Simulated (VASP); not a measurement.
A run of VASP 6.6.1 is set up as follows.

File POSCAR:

```
LiH
1.0
    0.0000000000      2.0330397637      1.9934559256
    2.0330397637      0.0000000000      1.9934559256
    2.0330397637      2.0330397637      0.0000000000
Li H
1 1
Direct
    0.0000000000      0.0000000000      0.0000000000
    0.5000000000      0.5000000000      0.5000000000
```

File INCAR.step1:

```
SYSTEM = LiH
PREC = Accurate ; ENCUT = 520
EDIFF = 1E-5 ; ISMEAR = 0
SIGMA = 0.01 ; LREAL = .FALSE.
LASPH = .TRUE. ; NELM = 100
ALGO = Normal ; ISIF = 2
LWAVE = .TRUE. ; GGA = PE
NBANDS = 9
```

The input INCAR.step2:

```
SYSTEM = LiH
PREC = Accurate ; ENCUT = 520
EDIFF = 1E-7 ; ISMEAR = 0
SIGMA = 0.01 ; LREAL = .FALSE.
LASPH = .TRUE. ; NELM = 100
ALGO = Normal ; ISIF = 2
LWAVE = .FALSE. ; LCHARG = .TRUE.
GGA = PE ; LHFCALC = .TRUE.
HFSCREEN = 0.2079 ; PRECFOCK = Normal
LELF = .TRUE. ; LVHAR = .TRUE.
ISTART = 1 ; NBANDS = 9
```

KPOINTS

```
regular mesh
0
G
  8 8 8
  0 0 0
```

Potentials or basis: VASP PAW PBE potentials, release 64 (Li_sv, H).

The run is started by

```bash
$ cat potpaw_PBE.64/Li_sv/POTCAR potpaw_PBE.64/H/POTCAR > POTCAR
$ cp INCAR.step1 INCAR
$ mpirun -np 1 vasp_std > vasp.out
$ cp INCAR.step2 INCAR
$ mpirun -np 1 vasp_std > vasp.out
```

Problem. Predict the band gap on the k mesh.

Solution. 3.79 eV (least direct gap 3.95 eV).

Caveat: the cell differs from its parent crystal (epitaxial xy strain +1.5%). A k mesh can miss the band edges.
